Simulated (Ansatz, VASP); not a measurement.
**BAs in VASP and in Ansatz**

```
B As
1.0
     0.00000    2.47218    2.27440
     2.47218    0.00000    2.27440
     2.47218    2.47218    0.00000
B As
1 1
Cartesian
  0.0000 0.0000 0.0000
  3.7083 3.7083 3.4116
```

Alike in both runs: task single point; functional PBE; k mesh 12 × 12 × 12; occupations gaussian, width 0.05 eV; no spin polarisation.

|  | VASP | Ansatz |
| --- | --- | --- |
| version | VASP 6.6.1 | Ansatz 0.2.0 |
| potentials or method | VASP PAW PBE potentials, release 64 (B, As), cutoff 520 eV | scalar-relativistic, plane waves, PAW |
| valence electrons in the cell | 8 | 18 |

```tsv
	VASP	Ansatz	Ansatz less VASP
gap on the k mesh at the Fermi level (eV)	0.02	0.03	+0.008
least direct gap on the mesh (eV)	2.45	2.45	+0.004
pressure (GPa)	0.6	0.0	-0.58
traceless stress, the component that is largest in VASP (GPa)	9.80	9.86	+0.056
```

The functional is the same, so the differences come from potentials, cutoffs and numerics. VASP's potentials hold 8 valence electrons a cell and Ansatz's 18, so a difference there can come from the potentials and not from the codes.
